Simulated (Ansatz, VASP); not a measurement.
One calculation of NaCl, two programs

```
Na Cl
1.0
     0.00000    2.83175    2.83175
     2.83175    0.00000    2.83175
     2.83175    2.83175    0.00000
Na Cl
1 1
Direct
  0.00000 0.00000 0.00000
  0.50000 0.50000 0.50000
```

Alike in both runs: task single point; functional PBEsol; k mesh 8 × 8 × 8; occupations gaussian, width 0.05 eV; no spin polarisation.

|  | VASP | Ansatz |
| --- | --- | --- |
| version | VASP 6.6.1 | Ansatz 0.2.0 |
| potentials or method | VASP PAW PBE potentials, release 64 (Na_pv, Cl), cutoff 520 eV | scalar-relativistic, plane waves, PAW |
| valence electrons in the cell | 14 | 16 |

|  | VASP | Ansatz | Ansatz less VASP |
| --- | --- | --- | --- |
| gap on the k mesh at the Fermi level (eV) | 4.89 | 4.89 | +0.003 |
| least direct gap on the mesh (eV) | 4.89 | 4.89 | +0.003 |
| pressure (GPa) | -0.8 | -0.8 | -0.01 |

VASP's potentials were made for PBE, not for PBEsol. The functional is the same, so the differences come from potentials, cutoffs and numerics. VASP's potentials hold 14 valence electrons a cell and Ansatz's 16, so a difference there can come from the potentials and not from the codes.
